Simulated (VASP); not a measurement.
A run of VASP 6.6.1:

INCAR

```
SYSTEM = ZnS
ALGO = Normal ; DIPOL = 0.5 0.5 0.500
EDIFF = 1E-6 ; ENCUT = 520
GGA = PE ; IDIPOL = 3
ISIF = 2 ; ISMEAR = 0
LASPH = .TRUE. ; LCHARG = .TRUE.
LDIPOL = .TRUE. ; LELF = .TRUE.
LREAL = .FALSE. ; LVACPOTAV = .TRUE.
LVHAR = .TRUE. ; LWAVE = .FALSE.
NBANDS = 26 ; NELM = 80
PREC = Accurate ; SIGMA = 0.1
```

KPOINTS

```
k-points
0
G
  6 6 1
  0 0 0
```

The input POSCAR:

```
ZnS
1.0
    3.4496975800      0.0000000000      0.0000000000
    0.0000000000      3.4496975800      0.0000000000
    0.0000000000      0.0000000000     17.0000000000
Zn S
2 2
Direct
    0.5000000000      0.0000000000      0.4338477800
    0.0000000000      0.5000000000      0.5661522200
    0.0000000000      0.5000000000      0.4180521200
    0.5000000000      0.0000000000      0.5819478800
```

Potentials or basis: VASP PAW PBE potentials, release 64 (Zn, S).

Command:

```sh
$ cat potpaw_PBE.64/Zn/POTCAR potpaw_PBE.64/S/POTCAR > POTCAR
$ mpirun -np 1 vasp_std > vasp.out
```

Hardware: 1 thread of Intel(R) Xeon(R) 6975P-C (Granite Rapids), on a shared host.

Task: How long does it take, and how much memory?

Result: Run time: 38 s on 1 thread of Intel(R) Xeon(R) 6975P-C (Granite Rapids), with other jobs on the host, peak memory 0.31 GiB. Counts: scf iterations 21, k points 10.
